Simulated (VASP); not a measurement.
# LiRu2Au3O6 (C2/m) in VASP: single point with PBE

Aim: the single point of LiRu2Au3O6 with PBE.

Everything below comes from runs of VASP 6.6.1. Logs are shortened: lines on timing, memory, paths and dates and some standing lists are left out, and cuts for length are marked.

### 1 The cell of the first run

It takes space group C2/m (No. 12, monoclinic). The conventional cell has a = 5.249 Å, b = 9.085 Å, c = 6.456 Å, α = 90.00°, β = 106.06°, γ = 90.00°. Ru (site symmetry 2) has 6 O at 1.99 to 2.00 Å within 2.6 Å. Li (site symmetry 2/m) has 6 O at 2.12 to 2.15 Å within 2.8 Å. O (site symmetry m) has 2 Ru at 1.99 Å and 1 Au at 2.06 Å and 1 Li at 2.15 Å and 1 O at 2.59 Å within 2.6 Å. Within 3.0 Å of O (site symmetry 1) lie 2 Ru at 2.00 Å and 1 Au at 2.05 Å and 1 Li at 2.12 Å and 7 O at 2.61 to 2.95 Å. Within 2.7 Å of Au (site symmetry 2) lie 2 O at 2.05 Å. Within 2.7 Å of Au (site symmetry 2/m) lie 2 O at 2.06 Å.

### 2 Single point, PBE

Contents of INCAR:

```
SYSTEM = LiRu2Au3O6
ALGO = Normal ; EDIFF = 1E-7
ENCUT = 520 ; GGA = PE
ISIF = 2 ; ISMEAR = -1
LASPH = .TRUE. ; LCHARG = .FALSE.
LREAL = .FALSE. ; LWAVE = .FALSE.
NBANDS = 62 ; NELM = 60
PREC = Accurate ; SIGMA = 0.1
```

Contents of KPOINTS:

```
k-points
0
G
  4 4 3
  0 0 0
```

Contents of POSCAR:

```
LiRu2Au3O6
1.0
    2.6244090000      4.5422680000      0.0000000000
    2.6244090000     -4.5422680000      0.0000000000
    1.7866650000      0.0000000000     -6.2042730000
Ru Li O Au
2 1 6 3
Direct
    0.3330687341      0.6669312659      0.0000000000
    0.6669312659      0.3330687341      0.0000000000
    0.0000000000      0.0000000000      0.0000000000
    0.4140707444      0.4140707444      0.8307131066
    0.5859292556      0.5859292556      0.1692868934
    0.7046872344      0.0564274647      0.8310332056
    0.9435725353      0.2953127656      0.1689667944
    0.2953127656      0.9435725353      0.1689667944
    0.0564274647      0.7046872344      0.8310332056
    0.8296395304      0.1703604696      0.5000000000
    0.1703604696      0.8296395304      0.5000000000
    0.5000000000      0.5000000000      0.5000000000
```

Potentials or basis: VASP PAW PBE potentials, release 64 (Ru_pv, Li_sv, O, Au).

Command:

```sh
cat potpaw_PBE.64/Ru_pv/POTCAR potpaw_PBE.64/Li_sv/POTCAR potpaw_PBE.64/O/POTCAR potpaw_PBE.64/Au/POTCAR > POTCAR
mpirun -np 1 vasp_std > vasp.out
```

OUTCAR:

```text
SYSTEM = LiRu2Au3O6
   EDIFF = 1E-7
   ENCUT = 520
   GGA = PE
   ISIF = 2
   ISMEAR = -1
   LASPH = .TRUE.
   LREAL = .FALSE.
   NELM = 60
   PREC = Accurate

 ion  position               nearest neighbor table
   1  0.333  0.667  0.000-   4 1.99   5 1.99   6 2.00   7 2.00   8 2.00   9 2.00   2 3.03   2 3.03
                             2 3.03
   2  0.667  0.333  0.000-   4 1.99   5 1.99   8 2.00   9 2.00   6 2.00   7 2.00   1 3.03   1 3.03
                             1 3.03
   3  0.000  0.000  0.000-   6 2.12   7 2.12   8 2.12   9 2.12   4 2.15   5 2.15
   4  0.414  0.414  0.831-   1 1.99   2 1.99  12 2.06   3 2.15
   5  0.586  0.586  0.169-   1 1.99   2 1.99  12 2.06   3 2.15
   6  0.705  0.056  0.831-   1 2.00   2 2.00  10 2.05   3 2.12
   7  0.944  0.295  0.169-   1 2.00   2 2.00  10 2.05   3 2.12
   8  0.295  0.944  0.169-   2 2.00   1 2.00  11 2.05   3 2.12
   9  0.056  0.705  0.831-   2 2.00   1 2.00  11 2.05   3 2.12
  10  0.830  0.170  0.500-   6 2.05   7 2.05  12 2.99  11 3.00  11 3.00  12 3.05  12 3.05  11 3.10

  11  0.170  0.830  0.500-   8 2.05   9 2.05  12 2.99  10 3.00  10 3.00  12 3.05  12 3.05  10 3.10

  12  0.500  0.500  0.500-   4 2.06   5 2.06  10 2.99  11 2.99  11 3.05  10 3.05  11 3.05  10 3.05

  LATTYP: Found a base centered monoclinic cell.
 ALAT       =     5.2488180000
 B/A-ratio  =     1.7307774817
 C/A-ratio  =     1.2300685136
 COS(beta)  =    -0.2767274963

  Lattice vectors:

 A1 = (  -2.6244090000,  -4.5422680000,   0.0000000000)
 A2 = (  -2.6244090000,   4.5422680000,   0.0000000000)
 A3 = (   1.7866650000,   0.0000000000,  -6.2042730000)

Analysis of symmetry for initial positions (statically):
=====================================================================
 Subroutine PRICEL returns:
 Original cell was already a primitive cell.

 Routine SETGRP: Setting up the symmetry group for a
 base centered monoclinic supercell.

 Subroutine GETGRP returns: Found  4 space group operations
 (whereof  4 operations were pure point group operations)
 out of a pool of  4 trial point group operations.

The static configuration has the point symmetry C_2h.

Analysis of symmetry for dynamics (positions and initial velocities):
=====================================================================
 Subroutine PRICEL returns:
 Original cell was already a primitive cell.

 Routine SETGRP: Setting up the symmetry group for a
 base centered monoclinic supercell.

 Subroutine GETGRP returns: Found  4 space group operations
 (whereof  4 operations were pure point group operations)
 out of a pool of  4 trial point group operations.

The dynamic configuration has the point symmetry C_2h.

 Subroutine INISYM returns: Found  4 space group operations
 (whereof  4 operations are pure point group operations),
 and found     1 'primitive' translations

----------------------------------------------------------------------------------------

                                     Primitive cell

  volume of cell :     147.9194

  direct lattice vectors                    reciprocal lattice vectors
     2.624409000  4.542268000  0.000000000     0.190519084  0.110077168  0.054864410
     2.624409000 -4.542268000  0.000000000     0.190519084 -0.110077168  0.054864410
     1.786665000  0.000000000 -6.204273000     0.000000000  0.000000000 -0.161179239

  length of vectors
     5.245924245  5.245924245  6.456405756     0.226769945  0.226769945  0.161179239

  position of ions in fractional coordinates (direct lattice)
     0.333068734  0.666931266  0.000000000
     0.666931266  0.333068734  0.000000000
     0.000000000  0.000000000  0.000000000
     0.414070744  0.414070744  0.830713107
     0.585929256  0.585929256  0.169286893
     0.704687234  0.056427465  0.831033206
     0.943572535  0.295312766  0.168966794
     0.295312766  0.943572535  0.168966794
     0.056427465  0.704687234  0.831033206
     0.829639530  0.170360470  0.500000000
     0.170360470  0.829639530  0.500000000
     0.500000000  0.500000000  0.500000000

  ion indices of the primitive-cell ions
   primitive index   ion index
                 1           1
                 2           2
                 3           3
                 4           4
                 5           5
                 6           6
                 7           7
                 8           8
                 9           9
                10          10
                11          11
                12          12

----------------------------------------------------------------------------------------

 KPOINTS: k-points

Automatic generation of k-mesh.
 Grid dimensions read from file:
 generate k-points for:    4    4    3

 Generating k-lattice:

  Cartesian coordinates                     Fractional coordinates (reciprocal lattice)
     0.047629771  0.027519292  0.013716103     0.250000000  0.000000000  0.000000000
     0.047629771 -0.027519292  0.013716103     0.000000000  0.250000000  0.000000000
     0.000000000  0.000000000 -0.053726413     0.000000000  0.000000000  0.333333333

  Length of vectors
     0.056692486  0.056692486  0.053726413

  Shift w.r.t. Gamma in fractional coordinates (k-lattice)
     0.000000000  0.000000000  0.000000000

 Subroutine IBZKPT returns following result:
 ===========================================

 Found     17 irreducible k-points:

 Following reciprocal coordinates:
            Coordinates               Weight
  0.000000  0.000000  0.000000      1.000000
  0.250000  0.000000  0.000000      4.000000
  0.500000  0.000000  0.000000      2.000000
  0.250000  0.250000  0.000000      2.000000
  0.500000  0.250000  0.000000      4.000000
 -0.250000  0.250000  0.000000      2.000000
[... 9 lines left out ...]
 -0.250000  0.500000  0.333333      4.000000
 -0.250000 -0.250000  0.333333      2.000000
   k-points           NKPTS =     17   k-points in BZ     NKDIM =     17   number of bands    NBANDS=     62
   number of dos      NEDOS =    301   number of ions     NIONS =     12
   total plane-waves  NPLWV =  76800
   dimension x,y,z NGX =    40 NGY =   40 NGZ =   48
   dimension x,y,z NGXF=    80 NGYF=   80 NGZF=   96
   ions per type =               2   1   6   3
   NGX,Y,Z   is equivalent  to a cutoff of  12.68, 12.68, 12.36 a.u.
   NGXF,Y,Z  is equivalent  to a cutoff of  25.35, 25.35, 24.72 a.u.
 SYSTEM =  LiRu2Au3O6
   PREC   = accura    normal or accurate (medium, high low for compatibility)
   ISTART =      0    job   : 0-new  1-cont  2-samecut
   ICHARG =      2    charge: 1-file 2-atom 10-const
   ISPIN  =      1    spin polarized calculation?
   LNONCOLLINEAR =      F non collinear calculations
   LSORBIT =      F    spin-orbit coupling
   LASPH  =      T    aspherical Exc in radial PAW
   ENCUT  =  520.0 eV  38.22 Ry    6.18 a.u.   9.75  9.75 12.00*2*pi/ulx,y,z
   NELM   =     60;   NELMIN=  2; NELMDL= -5     # of ELM steps
   EDIFF  = 0.1E-06   stopping-criterion for ELM
   LREAL  =      F    real-space projection
   EDIFFG = 0.1E-05   stopping-criterion for IOM
   NSW    =      0    number of steps for IOM
   IBRION =     -1    ionic relax: 0-MD 1-quasi-New 2-CG
   NFREE  =      0    steps in history (QN), initial steepest desc. (CG)
   ISIF   =      2    stress and relaxation
   ISYM   =      2    0-nonsym 1-usesym 2-fastsym
   POTIM  = 0.5000    time-step for ionic-motion
   TEBEG  =    0.0;   TEEND  =   0.0 temperature during run
   PSTRESS=    0.0 pullay stress
   NELECT =     100.0000    total number of electrons
   NUPDOWN=      -1.0000    fix difference up-down
   EMIN   =  10.00;   EMAX   =-10.00  energy-range for DOS
   EFERMI =   0.00;   METHOD = LEGACY
   ISMEAR =    -1;   SIGMA  =   0.10  broadening in eV -4-tet -1-fermi 0-gaus
   EFERMI_NEDOS =   21; number of points for ismear=-14 and -15
   IALGO  =     38    algorithm
   IMIX   =      4    mixing-type and parameters
     AMIX     =   0.40;   BMIX     =  1.00
     AMIX_MAG =   1.60;   BMIX_MAG =  1.00
  volume/ion in A,a.u.               =      12.33        83.18
  Fermi-wavevector in a.u.,A,eV,Ry     =   1.436811  2.715180 28.088236  2.064427
  Thomas-Fermi vector in A             =   2.555958
   LORBIT       =      0    0 simple, 1 ext, 2 COOP (PROOUT), +10 PAW based schemes
   GGA     = PE    functional components
   LHFCALC =     F    Hartree Fock is set to
   AEXX    =    0.0000 exact exchange contribution
   IVDW    =     0    specifies the selected vdW correction
   LEPSILON=     F    determine dielectric tensor
   LRPA    =     F    only Hartree local field effects (RPA)
 non-spin polarized calculation
  energy-cutoff  :      520.00
  volume of cell :      147.92
 maximum number of plane-waves:      3994
 NGX is ok and might be reduce to    40
   NGX = 19   NGY = 19   NGZ = 23

 number of electron     100.0000000 magnetization

 number of electron      99.9999984 magnetization

 Free energy of the ion-electron system (eV)
  ---------------------------------------------------
  ext. energy  EPLUGINS =         0.00000000
  ---------------------------------------------------
  free energy    TOTEN  =       -68.89717603 eV

  energy without entropy =      -68.56055163  energy(sigma->0) =      -68.72886383

 E-fermi :   6.4446     XC(G=0): -11.5630

 val. band max:        6.4382255461   @ k =  -0.2500  -0.0000   0.3333
 cond. band min:       6.4620949430   @ k =  -0.2500  -0.2500   0.3333
 fundamental gap:      0.0238693969
 Fermi energy:         6.4446266788

 k-point     1 :       0.0000    0.0000    0.0000
  band No.  band energies     occupation
      1     -38.3890      2.00000
      2     -37.2129      2.00000
      3     -37.2108      2.00000
      4     -37.0668      2.00000
      5     -37.0634      2.00000
      6     -36.9438      2.00000
[... 54 lines left out ...]
     61      12.4733      0.00000
     62      12.6955      0.00000

 k-point     2 :       0.2500    0.0000    0.0000
  band No.  band energies     occupation
      1     -38.3893      2.00000
      2     -37.2188      2.00000
      3     -37.1959      2.00000
      4     -37.0797      2.00000
      5     -37.0595      2.00000
      6     -36.9378      2.00000
[... 54 lines left out ...]
     61      12.9062      0.00000
     62      14.0606      0.00000

 k-point     3 :       0.5000    0.0000    0.0000
  band No.  band energies     occupation
      1     -38.3897      2.00000
      2     -37.2247      2.00000
      3     -37.1740      2.00000
      4     -37.1017      2.00000
      5     -37.0537      2.00000
      6     -36.9281      2.00000
[... 899 lines left out ...]
     61      13.7761      0.00000
     62      14.0722      0.00000

 k-point    17 :      -0.2500   -0.2500    0.3333
  band No.  band energies     occupation
      1     -38.3897      2.00000
      2     -37.2270      2.00000
      3     -37.1664      2.00000
      4     -37.1103      2.00000
      5     -37.0503      2.00000
      6     -36.9282      2.00000
[... 54 lines left out ...]
     61      13.6264      0.00000
     62      13.7912      0.00000

------------------------ aborting loop because EDIFF is reached ----------------------------------------

  FORCE on cell =-STRESS in cart. coord.  units (eV):
  Direction    XX          YY          ZZ          XY          YZ          ZX
  --------------------------------------------------------------------------------------
  -------------------------------------------------------------------------------------
  Total        2.3550860      2.4088961      5.4196432      0.0000000      0.0000000      0.1650615
  in kB       25.5089271     26.0917660     58.7024341      0.0000000      0.0000000      1.7878501
  external PRESSURE =      36.7677091 kB  Pullay stress =       0.0000000 kB

 VOLUME and BASIS-vectors are now :
 -----------------------------------------------------------------------------
  energy-cutoff  :      520.00
  volume of cell :      147.92
      direct lattice vectors                 reciprocal lattice vectors
     2.624409000  4.542268000  0.000000000     0.190519084  0.110077168  0.054864410
     2.624409000 -4.542268000  0.000000000     0.190519084 -0.110077168  0.054864410
     1.786665000  0.000000000 -6.204273000     0.000000000  0.000000000 -0.161179239

 POSITION                                       TOTAL-FORCE (eV/Angst)
 -----------------------------------------------------------------------------------
      2.62441     -1.51649      0.00000        -0.000000     -0.005704     -0.000000
      2.62441      1.51649      0.00000        -0.000000      0.005704      0.000000
      0.00000      0.00000      0.00000        -0.000000      0.000000      0.000000
      3.65759      0.00000     -5.15397        -0.014428      0.000000      0.016764
      3.37789      0.00000     -1.05030         0.014428      0.000000     -0.016764
      3.48225      2.94457     -5.15596         0.006851      0.011190      0.010902
      3.55323      2.94457     -1.04832        -0.006851      0.011190     -0.010902
      3.55323     -2.94457     -1.04832        -0.006851     -0.011190     -0.010902
      3.48225     -2.94457     -5.15596         0.006851     -0.011190      0.010902
      3.51774      2.99462     -3.10214        -0.000000      0.006413      0.000000
      3.51774     -2.99462     -3.10214        -0.000000     -0.006413      0.000000
      3.51774      0.00000     -3.10214        -0.000000      0.000000      0.000000
 -----------------------------------------------------------------------------------
    total drift:                                0.000000     -0.000000     -0.000000

  FREE ENERGIE OF THE ION-ELECTRON SYSTEM (eV)
  ---------------------------------------------------
  free  energy   TOTEN  =       -68.8971760253 eV

  energy  without entropy=      -68.5605516308  energy(sigma->0) =      -68.72886383
```

Run time: 3.5 min. Hardware: 1 thread of Intel Xeon Platinum 8259CL at 2.50GHz (Skylake/Cascade Lake), shared host; peak memory 0.34 GiB.

Results:

- Free energy: -68.8972 eV
- Largest force: 0.022 eV/Å
- Band gap on the k mesh: zero (bands 50 and 51 overlap by 0.11 eV)

Forces on the atoms (eV/Å):
```
Ru   0.000 -0.006  0.000
Ru   0.000  0.006  0.000
Li   0.000  0.000  0.000
O   -0.014  0.000  0.017
O    0.014  0.000 -0.017
O    0.007  0.011  0.011
O   -0.007  0.011 -0.011
O   -0.007 -0.011 -0.011
O    0.007 -0.011  0.011
Au   0.000  0.006  0.000
Au   0.000 -0.006  0.000
Au   0.000  0.000  0.000
```

Caveat: the cutoff is under 1.25 times the usual one of these potentials, so pressure, stress and relaxed cells hold a basis-set (Pulay) error; spin-orbit coupling is left out, which moves the levels of the heavy elements.
